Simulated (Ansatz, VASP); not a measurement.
CoSn3 in VASP and in Ansatz

```
Sn Co
1.0
     4.48941    0.00000    0.00000
     0.00000    4.48941    0.00000
     0.00000    0.00000    4.48941
Sn Co
3 1
Direct
  0.00000 0.50000 0.50000
  0.50000 0.00000 0.50000
  0.50000 0.50000 0.00000
  0.00000 0.00000 0.00000
```

Alike in both runs: functional r2SCAN; k mesh 6 × 6 × 6; occupations gaussian, width 0.1 eV; collinear spin.

Ansatz relaxed the structure, and its values are those at the end. VASP's run is a single point on that final structure, the one shown.

|  | VASP | Ansatz |
| --- | --- | --- |
| version | VASP 6.6.1 | Ansatz 0.2.0 |
| potentials or method | VASP PAW PBE potentials, release 64 (Sn_d, Co), cutoff 520 eV | scalar-relativistic, plane waves, PAW |
| valence electrons in the cell | 51 | 59 |

VASP gave:

* gap on the k mesh at the Fermi level (eV): none
* pressure (GPa): 0.2
* net moment per atom (μB): 0.50
* size of the moment on the site where the two differ most (μB): 2.04

Task: Which values does Ansatz return?

Result: gap on the k mesh at the Fermi level (eV): none; pressure (GPa): 0.2; net moment per atom (μB): 0.50; size of the moment on the site where the two differ most (μB): 2.08.

VASP's potentials were made for PBE, not for r2SCAN. Site moments also hang on the region over which each program counts them. A gap of «none» marks a metal or a gap that the smearing closes. VASP's potentials hold 51 valence electrons a cell and Ansatz's 59, so a difference there can come from the potentials and not from the codes.
